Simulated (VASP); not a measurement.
# Si (P2/m) in VASP: single point with PBE

Aim: the single point of Si with PBE.

Program: VASP 6.6.1. These are calculated values, not measurements. Logs are shortened: lines on timing, memory, paths and dates and some standing lists are left out, and cuts for length are marked.

## (1) The cell of the first run

It takes space group P2/m (No. 10, monoclinic). Conventional cell: a = 2.620 Å, b = 2.521 Å, c = 2.678 Å, α = 90.00°, β = 116.18°, γ = 90.00°. Si (site symmetry 2/m) has 8 Si at 2.52 to 2.80 Å within 3.3 Å.

## (2) Single point, PBE (strained)

INCAR reads:

```
  PREC = Accurate
  ENCUT = 500
  EDIFF = 1E-6
  ISMEAR = 0
  SIGMA = 0.1
  LREAL = F
  LASPH = T
  NELM = 120
  ALGO = Normal
  ISIF = 2
  LWAVE = F
  LCHARG = F
  GGA = PE
  NBANDS = 8
  GGA_COMPAT = F
```

KPOINTS reads:

```
Automatic mesh
0
Gamma
  16 16 14
```

POSCAR reads:

```
Si
1.0
    2.6759672954     -0.1048217126      0.0000000000
   -1.4287619137      2.4092869758      0.0000000000
    0.0000000000      0.0000000000      2.5213787564
Si
1
Direct
    0.0000000000      0.0000000000      0.0000000000
```

Potentials or basis: VASP PAW PBE potentials, release 64 (Si).

Started as:

```bash
$ cat potpaw_PBE.64/Si/POTCAR > POTCAR
$ mpirun -np 1 vasp_std > vasp.out
```

OUTCAR:

```text
PREC = Accurate
   ENCUT = 500
   EDIFF = 1E-6
   ISMEAR = 0
   LREAL = F
   LASPH = T
   NELM = 120
   ISIF = 2
   GGA = PE

 ion  position               nearest neighbor table
   1  0.000  0.000  0.000-

  LATTYP: Found a simple monoclinic cell.
 ALAT       =     2.6203208608
 B/A-ratio  =     0.9622404623
 C/A-ratio  =     1.0220196929
 COS(beta)  =    -0.4411861924

  Lattice vectors:

 A1 = (   1.2472053817,   2.3044652632,   0.0000000000)
 A2 = (   0.0000000000,   0.0000000000,  -2.5213787564)
 A3 = (  -2.6759672954,   0.1048217126,   0.0000000000)

Analysis of symmetry for initial positions (statically):
=====================================================================
 Subroutine PRICEL returns:
 Original cell was already a primitive cell.

 Routine SETGRP: Setting up the symmetry group for a
 simple monoclinic supercell.

 Subroutine GETGRP returns: Found  4 space group operations
 (whereof  4 operations were pure point group operations)
 out of a pool of  4 trial point group operations.

The static configuration has the point symmetry C_2h.

Analysis of symmetry for dynamics (positions and initial velocities):
=====================================================================
 Subroutine PRICEL returns:
 Original cell was already a primitive cell.

 Routine SETGRP: Setting up the symmetry group for a
 simple monoclinic supercell.

 Subroutine GETGRP returns: Found  4 space group operations
 (whereof  4 operations were pure point group operations)
 out of a pool of  4 trial point group operations.

The dynamic configuration has the point symmetry C_2h.

 Subroutine INISYM returns: Found  4 space group operations
 (whereof  4 operations are pure point group operations),
 and found     1 'primitive' translations

----------------------------------------------------------------------------------------

                                     Primitive cell

  volume of cell :      15.8782

  direct lattice vectors                    reciprocal lattice vectors
     2.675967295 -0.104821713  0.000000000     0.382583917  0.226880955  0.000000000
    -1.428761914  2.409286976  0.000000000     0.016645216  0.424931551  0.000000000
     0.000000000  0.000000000  2.521378756     0.000000000  0.000000000  0.396608402

  length of vectors
     2.678019521  2.801075568  2.521378756     0.444798181  0.425257435  0.396608402

  position of ions in fractional coordinates (direct lattice)
     0.000000000  0.000000000  0.000000000

  ion indices of the primitive-cell ions
   primitive index   ion index
                 1           1

----------------------------------------------------------------------------------------

 KPOINTS: Automatic mesh

Automatic generation of k-mesh.
 Grid dimensions read from file:
 generate k-points for:   16   16   14

 Generating k-lattice:

  Cartesian coordinates                     Fractional coordinates (reciprocal lattice)
     0.023911495  0.014180060  0.000000000     0.062500000  0.000000000  0.000000000
     0.001040326  0.026558222  0.000000000     0.000000000  0.062500000  0.000000000
     0.000000000  0.000000000  0.028329172     0.000000000  0.000000000  0.071428571

  Length of vectors
     0.027799886  0.026578590  0.028329172

  Shift w.r.t. Gamma in fractional coordinates (k-lattice)
     0.000000000  0.000000000  0.000000000

 Subroutine IBZKPT returns following result:
 ===========================================

 Found   1040 irreducible k-points:

 Following reciprocal coordinates:
            Coordinates               Weight
  0.000000  0.000000  0.000000      1.000000
  0.062500  0.000000  0.000000      2.000000
  0.125000  0.000000  0.000000      2.000000
  0.187500  0.000000  0.000000      2.000000
  0.250000  0.000000  0.000000      2.000000
  0.312500  0.000000  0.000000      2.000000
[... 16 lines left out ...]
 -0.187500  0.062500  0.000000      2.000000
 -0.125000  0.062500  0.000000      2.000000
 [... further k-points ...]
   k-points           NKPTS =   1040   k-points in BZ     NKDIM =   1040   number of bands    NBANDS=      8
   number of dos      NEDOS =    301   number of ions     NIONS =      1
   total plane-waves  NPLWV =   7200
   dimension x,y,z NGX =    20 NGY =   20 NGZ =   18
   dimension x,y,z NGXF=    40 NGYF=   40 NGZF=   36
   ions per type =               1
   NGX,Y,Z   is equivalent  to a cutoff of  12.42, 11.87, 11.87 a.u.
   NGXF,Y,Z  is equivalent  to a cutoff of  24.83, 23.74, 23.74 a.u.
 SYSTEM =  unknown system
   PREC   = accura    normal or accurate (medium, high low for compatibility)
   ISTART =      0    job   : 0-new  1-cont  2-samecut
   ICHARG =      2    charge: 1-file 2-atom 10-const
   ISPIN  =      1    spin polarized calculation?
   LNONCOLLINEAR =      F non collinear calculations
   LSORBIT =      F    spin-orbit coupling
   LASPH  =      T    aspherical Exc in radial PAW
   ENCUT  =  500.0 eV  36.75 Ry    6.06 a.u.   4.88  5.11  4.60*2*pi/ulx,y,z
   NELM   =    120;   NELMIN=  2; NELMDL= -5     # of ELM steps
   EDIFF  = 0.1E-05   stopping-criterion for ELM
   LREAL  =      F    real-space projection
   EDIFFG = 0.1E-04   stopping-criterion for IOM
   NSW    =      0    number of steps for IOM
   IBRION =     -1    ionic relax: 0-MD 1-quasi-New 2-CG
   NFREE  =      0    steps in history (QN), initial steepest desc. (CG)
   ISIF   =      2    stress and relaxation
   ISYM   =      2    0-nonsym 1-usesym 2-fastsym
   POTIM  = 0.5000    time-step for ionic-motion
   TEBEG  =    0.0;   TEEND  =   0.0 temperature during run
   PSTRESS=    0.0 pullay stress
   NELECT =       4.0000    total number of electrons
   NUPDOWN=      -1.0000    fix difference up-down
   EMIN   =  10.00;   EMAX   =-10.00  energy-range for DOS
   EFERMI =   0.00;   METHOD = LEGACY
   ISMEAR =     0;   SIGMA  =   0.10  broadening in eV -4-tet -1-fermi 0-gaus
   EFERMI_NEDOS =   21; number of points for ismear=-14 and -15
   IALGO  =     38    algorithm
   IMIX   =      4    mixing-type and parameters
     AMIX     =   0.40;   BMIX     =  1.00
     AMIX_MAG =   1.60;   BMIX_MAG =  1.00
  volume/ion in A,a.u.               =      15.88       107.15
  Fermi-wavevector in a.u.,A,eV,Ry     =   1.033939  1.953861 14.545030  1.069030
  Thomas-Fermi vector in A             =   2.168210
   LORBIT       =      0    0 simple, 1 ext, 2 COOP (PROOUT), +10 PAW based schemes
   GGA     = PE    functional components
   LHFCALC =     F    Hartree Fock is set to
   AEXX    =    0.0000 exact exchange contribution
   IVDW    =     0    specifies the selected vdW correction
   LEPSILON=     F    determine dielectric tensor
   LRPA    =     F    only Hartree local field effects (RPA)
 non-spin polarized calculation
 Gauss-broadening in eV      SIGMA  =   0.10
  energy-cutoff  :      500.00
  volume of cell :       15.88
 maximum number of plane-waves:       414
   NGX =  9   NGY = 11   NGZ =  9

 number of electron       4.0000000 magnetization

 Free energy of the ion-electron system (eV)
  ---------------------------------------------------
  ext. energy  EPLUGINS =         0.00000000
  ---------------------------------------------------
  free energy    TOTEN  =        -5.10264445 eV

  energy without entropy =       -5.10120899  energy(sigma->0) =       -5.10192672

 E-fermi :   8.7161     XC(G=0): -10.7472

 val. band max:        8.6991666492   @ k =   0.3125   0.4375   0.4286
 cond. band min:       8.7175209702   @ k =  -0.3750   0.1250   0.1429
 fundamental gap:      0.0183543210
 Fermi energy:         8.7160851729

 k-point     1 :       0.0000    0.0000    0.0000
  band No.  band energies     occupation
      1      -4.7589      2.00000
      2      16.1742      0.00000
      3      16.3419      0.00000
      4      17.3168      0.00000
      5      18.7034      0.00000
      6      19.3851      0.00000
      7      21.8948      0.00000
      8      26.2740      0.00000

 k-point     2 :       0.0625    0.0000    0.0000
  band No.  band energies     occupation
      1      -4.6472      2.00000
      2      15.7486      0.00000
      3      16.4356      0.00000
      4      16.6290      0.00000
      5      18.5075      0.00000
      6      20.3902      0.00000
      7      20.8866      0.00000
      8      26.7610      0.00000

 k-point     3 :       0.1250    0.0000    0.0000
  band No.  band energies     occupation
      1      -4.3127      2.00000
      2      14.5402      0.00000
      3      15.4697      0.00000
      4      16.7161      0.00000
      5      17.8322      0.00000
      6      20.0335      0.00000
      7      22.1506      0.00000
      8      27.7217      0.00000

 k-point     4 :       0.1875    0.0000    0.0000
  band No.  band energies     occupation
      1      -3.7566      2.00000
      2      12.6504      0.00000
      3      14.4176      0.00000
      4      16.7171      0.00000
      5      17.1813      0.00000
      6      20.3137      0.00000
      7      24.1477      0.00000
      8      28.9731      0.00000

 k-point     5 :       0.2500    0.0000    0.0000
  band No.  band energies     occupation
      1      -2.9812      2.00000
      2      10.4406      0.00000
      3      13.5587      0.00000
      4      15.7812      0.00000
      5      17.8266      0.00000
      6      21.0230      0.00000
      7      26.3393      0.00000
      8      29.3535      0.00000

 k-point     6 :       0.3125    0.0000    0.0000
  band No.  band energies     occupation
      1      -1.9900      2.00000
      2       8.2062      2.00000
      3      12.8894      0.00000
      4      15.0640      0.00000
      5      18.6420      0.00000
      6      21.9822      0.00000
      7      27.5909      0.00000
      8      28.6495      0.00000

 k-point     7 :       0.3750    0.0000    0.0000
  band No.  band energies     occupation
      1      -0.7888      2.00000
      2       6.0740      2.00000
      3      12.4106      0.00000
      4      14.5514      0.00000
      5      19.6018      0.00000
      6      23.1335      0.00000
      7      25.9096      0.00000
      8      29.5828      0.00000
[... 133 lines left out ...]
 k-point    20 :      -0.3750    0.0625    0.0000
  band No.  band energies     occupation
      1      -1.3708      2.00000
      2       7.2256      2.00000
      3      11.3201      0.00000
      4      16.1690      0.00000
      5      19.1380      0.00000
      6      22.6069      0.00000
      7      26.7929      0.00000
      8      29.5650      0.00000

 k-point    21 :      -0.3125    0.0625    0.0000
  band No.  band energies     occupation
      1      -2.4627      2.00000
      2       9.3949      0.00000
      3      11.9204      0.00000
      4      16.7438      0.00000
      5      18.2520      0.00000
      6      21.5763      0.00000
      7      27.3390      0.00000
      8      28.4585      0.00000

 k-point    22 :      -0.2500    0.0625    0.0000
  band No.  band energies     occupation
      1      -3.3414      2.00000
      2      11.4876      0.00000
      3      12.8869      0.00000
      4      17.4165      0.00000
      5      17.5255      0.00000
      6      20.7981      0.00000
      7      25.1093      0.00000
      8      29.7671      0.00000

 k-point    23 :      -0.1875    0.0625    0.0000
  band No.  band energies     occupation
      1      -4.0025      2.00000
      2      13.0080      0.00000
      3      14.5741      0.00000
      4      16.9745      0.00000
      5      18.0268      0.00000
      6      20.4120      0.00000
      7      23.1379      0.00000
      8      28.5337      0.00000

 k-point    24 :      -0.1250    0.0625    0.0000
  band No.  band energies     occupation
      1      -4.4432      2.00000
      2      14.1721      0.00000
      3      16.3786      0.00000
      4      16.6059      0.00000
      5      18.2545      0.00000
      6      20.4958      0.00000
      7      21.8584      0.00000
      8      27.4101      0.00000

 [... further k-points ...]

------------------------ aborting loop because EDIFF is reached ----------------------------------------

  FORCE on cell =-STRESS in cart. coord.  units (eV):
  Direction    XX          YY          ZZ          XY          YZ          ZX
  --------------------------------------------------------------------------------------
  -------------------------------------------------------------------------------------
  Total       -0.3673703     -0.3471697     -0.5940626      0.1222778      0.0000000      0.0000000
  in kB      -37.0693287    -35.0309965    -59.9436076     12.3383861      0.0000000      0.0000000
  external PRESSURE =     -44.0146443 kB  Pullay stress =       0.0000000 kB

 VOLUME and BASIS-vectors are now :
 -----------------------------------------------------------------------------
  energy-cutoff  :      500.00
  volume of cell :       15.88
      direct lattice vectors                 reciprocal lattice vectors
     2.675967295 -0.104821713  0.000000000     0.382583917  0.226880955  0.000000000
    -1.428761914  2.409286976  0.000000000     0.016645216  0.424931551  0.000000000
     0.000000000  0.000000000  2.521378756     0.000000000  0.000000000  0.396608402

 POSITION                                       TOTAL-FORCE (eV/Angst)
 -----------------------------------------------------------------------------------
      0.00000      0.00000      0.00000        -0.000000      0.000000      0.000000
 -----------------------------------------------------------------------------------
    total drift:                               -0.000000     -0.000000      0.000000

  FREE ENERGIE OF THE ION-ELECTRON SYSTEM (eV)
  ---------------------------------------------------
  free  energy   TOTEN  =        -5.1026444499 eV

  energy  without entropy=       -5.1012089936  energy(sigma->0) =       -5.10192672
```

Run time: 31 s. Hardware: 1 thread of Intel Xeon 6975P-C (Granite Rapids), shared host; peak memory 0.2 GiB.

What came out:

```yaml
Free_energy: -5.1026 eV
Pressure: -4.4 GPa
Band_gap_on_the_k_mesh: zero (bands 2 and 3 overlap by 11.02 eV)
```

Stress tensor (GPa, compression positive):
```
-3.71  1.23  0.00
 1.23 -3.50  0.00
 0.00  0.00 -5.99
```

Levels at points of the mesh, in eV from the Fermi level:
```tsv
k point	band 1	band 2	band 3	band 4	band 5	band 6	band 7
(0.00, 0.00, 0.00)	-13.47	7.46	7.63	8.60	9.99	10.67	13.18
(0.50, 0.00, 0.00)	-6.81	-6.10	3.31	5.42	12.50	14.98	16.47
(0.00, 0.50, 0.00)	-7.63	-6.40	5.10	6.64	11.89	14.79	15.92
(0.50, 0.50, 0.00)	-8.04	-6.50	5.90	7.12	11.58	14.76	15.79
(0.00, 0.00, 0.50)	-8.88	-6.71	11.91	13.29	13.31	15.20	15.84
(0.50, 0.00, 0.50)	-2.51	-1.54	-1.31	2.03	6.70	10.55	10.81
(0.00, 0.50, 0.50)	-2.77	-2.30	-2.15	1.70	8.49	11.97	12.38
(0.50, 0.50, 0.50)	-2.84	-2.77	-2.45	1.58	9.29	12.59	13.07
```

Caveat: the cell differs from its parent crystal (strained); the cell stands under tension.
